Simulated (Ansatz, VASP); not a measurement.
# One calculation of Ti, two programs

The input INCAR:

```
PREC = Accurate
ENCUT = 520
EDIFF = 1E-6
ISMEAR = -1
SIGMA = 0.05
LREAL = F
LASPH = T
NELM = 60
ALGO = Normal
ISIF = 2
LWAVE = F
LCHARG = F
GGA = PE
NBANDS = 58
```

Contents of KPOINTS:

```
Automatic mesh
0
Gamma
  9 7 1
```

The input POSCAR:

```
Ti
1.0
    2.8708535316      0.0000000000      0.0000000000
    0.0000000000      4.0600000000      0.0000000000
    0.0000000000      0.0000000000     25.0479873607
Ti
8
Direct
    0.5000000000      0.5000000000      0.2994252549
    0.0000000000      0.0000000000      0.3567323249
    0.5000000000      0.5000000000      0.4140393950
    0.0000000000      0.0000000000      0.4713464650
    0.5000000000      0.5000000000      0.5286535350
    0.0000000000      0.0000000000      0.5859606050
    0.5000000000      0.5000000000      0.6432676751
    0.0000000000      0.0000000000      0.7005747451
```

The input input.yaml:

```yaml
crystal:
  lattice:
    - [2.8708535316, 0.0, 0.0]
    - [0.0, 4.06, 0.0]
    - [0.0, 0.0, 25.0479873607]
  atoms:
    - { symbol: Ti, position: [0.5, 0.5, 0.2994252549] }
    - { symbol: Ti, position: [0.0, 0.0, 0.3567323249] }
    - { symbol: Ti, position: [0.5, 0.5, 0.414039395] }
    - { symbol: Ti, position: [0.0, 0.0, 0.471346465] }
    - { symbol: Ti, position: [0.5, 0.5, 0.528653535] }
    - { symbol: Ti, position: [0.0, 0.0, 0.585960605] }
    - { symbol: Ti, position: [0.5, 0.5, 0.6432676751] }
    - { symbol: Ti, position: [0.0, 0.0, 0.7005747451] }
hamiltonian:
  xc: pbe
  pseudopotentials: { kind: paw }
kpoints:
  mp_grid: { grid: [9, 7, 1] }
scf:
  occupations: { method: fermi_dirac, width: 0.05 }
output:
  forces: true
  eigenvalues: true
  write_density: true
  write_potential: true
  elf: true
  volumetric_format: npy
```

Alike in both runs: functional PBE; k mesh 9 × 7 × 1; occupations fermi-dirac, width 0.05 eV; no spin polarisation.

```csv
,VASP,Ansatz
version,VASP 6.6.1,Ansatz 0.2.0
potentials or method,"VASP PAW PBE potentials, release 64 (Ti_sv)",Ansatz PAW
plane-wave cutoff (eV),520,420
valence electrons in the cell,96,96
task,single point,electrostatic potential
```

```tsv
	VASP	Ansatz	Ansatz less VASP
gap on the k mesh at the Fermi level (eV)	none	none	-
rms of the force components (eV/Å)	0.181	0.179	-0.0025
```

Atom by atom the forces differ by 0.005 eV/Å (rms over components). A gap of «none» marks a metal or a gap that the smearing closes.
